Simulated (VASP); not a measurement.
The system is TaSi2.

```xyz
3
Lattice="0.0000 3.1348 3.1348 3.1348 0.0000 3.1348 3.1348 3.1348 0.0000" Properties=species:S:1:pos:R:3 pbc="T T T"
Ta    0.0000    0.0000    0.0000
Si    1.5674    1.5674    1.5674
Si    4.7021    4.7021    4.7021
```

```yaml
Program: VASP 6.6.1
Task: relaxation of cell and atoms
Functional: PBE
Potentials_or_basis: VASP PAW PBE potentials, release 64 (Ta_pv, Si)
Cutoff: 500 eV
k_mesh: 6 × 6 × 6
Occupations: gaussian, width 0.1 eV
Spin: no spin polarisation
```

At the start: pressure -9.5 GPa; volume 20.54 Å³/atom.

Q: How do energy, volume and symmetry change on relaxing?

A: Over 3 steps the energy falls by 63.8 meV/atom and the volume is 18.58 Å³/atom (-9.5 %); space group Fm-3m (No. 225, to 0.05 Å).

Step by step:
```csv
step,energy change (eV),largest force (eV/Å),pressure (GPa),volume (Å³)
1,0.0000,0.0000,-9.53,61.61
2,-0.0539,0.0000,10.77,51.35
3,-0.1915,0.0000,-0.09,55.75
```

Final structure:
```
Ta Si
1.0
     0.00000    3.03203    3.03203
     3.03203    0.00000    3.03203
     3.03203    3.03203    0.00000
Ta Si
1 2
Direct
  0.00000 0.00000 0.00000
  0.25000 0.25000 0.25000
  0.75000 0.75000 0.75000
```
